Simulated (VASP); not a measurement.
A run of VASP 6.6.1:

Contents of INCAR:

```
  PREC = Accurate
  ENCUT = 520
  EDIFF = 1E-6
  ISMEAR = -1
  SIGMA = 0.02
  LREAL = F
  LASPH = T
  NELM = 80
  ALGO = Normal
  ISIF = 2
  LWAVE = F
  LCHARG = F
  GGA = PE
  NBANDS = 46
```

File KPOINTS:

```
regular mesh
0
Gamma
  6 6 6
```

POSCAR

```
Ga2SbP
1.0
   -2.8976500483      2.8976500483      5.7475823663
    2.8976500483     -2.8976500483      5.7475823663
    2.8976500483      2.8976500483     -5.7475823663
P Ga Sb
2 4 2
Direct
    0.0000000000      0.0000000000      0.0000000000
    0.2500000000      0.7500000000      0.5000000000
    0.6250000000      0.6622384098      0.5372384098
    0.9122384098      0.3750000000      0.0372384098
    0.1250000000      0.0877615902      0.4627615902
    0.3377615902      0.8750000000     -0.0372384098
    0.5000000000      0.5000000000      0.0000000000
    0.7500000000      0.2500000000      0.5000000000
```

Potentials or basis: VASP PAW PBE potentials, release 64 (P, Ga_d, Sb).

The run is started by

```console
$ cat potpaw_PBE.64/P/POTCAR potpaw_PBE.64/Ga_d/POTCAR potpaw_PBE.64/Sb/POTCAR > POTCAR
$ mpirun -np 1 vasp_std > vasp.out
```

Hardware: 1 thread of Intel Xeon 8259CL (shared host).

Q: Estimate the wall time of this run.

A: Wall time 11 min on 1 thread of Intel Xeon 8259CL, on a shared host, peak memory 0.53 GiB. Counts: scf iterations 14, k points 30.
